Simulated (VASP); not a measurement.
Input of a VASP 6.6.1 run:

File INCAR:

```
SYSTEM = Li5Mg
PREC = Accurate ; ENCUT = 520
EDIFF = 1E-6 ; ISMEAR = 0
SIGMA = 0.1 ; LREAL = .FALSE.
LASPH = .TRUE. ; NELM = 80
ALGO = Normal ; ISIF = 2
LWAVE = .FALSE. ; LCHARG = .TRUE.
LDIPOL = .TRUE. ; IDIPOL = 3
DIPOL = 0.5 0.5 0.499 ; GGA = PS
LELF = .TRUE. ; LVHAR = .TRUE.
LVACPOTAV = .TRUE. ; NBANDS = 29
ISYM = 0
```

Contents of KPOINTS:

```
regular mesh
0
G
  9 5 1
  0 0 0
```

POSCAR

```
Li5Mg
1.0
    3.0428243000      0.0000000000      0.0000000000
   -1.5214121500      5.7614295300      0.0000000000
    0.0000000000      0.0000000000     29.0848463722
Li Mg
10 2
Direct
    0.1733053050      0.3466106100      0.2922484063
    0.9056131400      0.8112262800      0.3065798230
    0.5649070600      0.1298141200      0.3727157571
    0.2962613800      0.5925227600      0.3863290643
    0.9572261000      0.9144522000      0.4536108560
    0.3453932512      0.6928448976      0.5336098646
    0.0767100314      0.1548469918      0.5443798073
    0.7324325116      0.4658249559      0.6116088547
    0.4726327338      0.9516859096      0.6233286348
    0.1256585652      0.2511542043      0.6952859506
    0.6878162950      0.3756325900      0.4674801417
    0.8583499509      0.7240715921      0.6994718073
```

Potentials or basis: VASP PAW PBE potentials, release 64 (Li_sv, Mg).

The run is started by

```sh
$ cat potpaw_PBE.64/Li_sv/POTCAR potpaw_PBE.64/Mg/POTCAR > POTCAR
$ mpirun -np 1 vasp_std > vasp.out
```

Q: Estimate the band gap on the k mesh.

A: Zero (bands 17 and 18 overlap by 1.92 eV).

Q: Predict the largest force.

A: 0.092 eV/Å.

Forces on the atoms (eV/Å):
```
Li   0.001 -0.068  0.063
Li   0.000  0.061  0.039
Li   0.002 -0.008  0.025
Li   0.001  0.028 -0.060
Li   0.000 -0.053 -0.017
Li   0.000  0.002  0.003
Li   0.000 -0.002 -0.002
Li   0.002  0.000 -0.007
Li  -0.002 -0.004  0.004
Li   0.000 -0.011  0.000
Mg  -0.001  0.049 -0.052
Mg  -0.002  0.005  0.005
```

Caveat: the PAW data sets were made with another functional, which shifts forces and pressure a little.
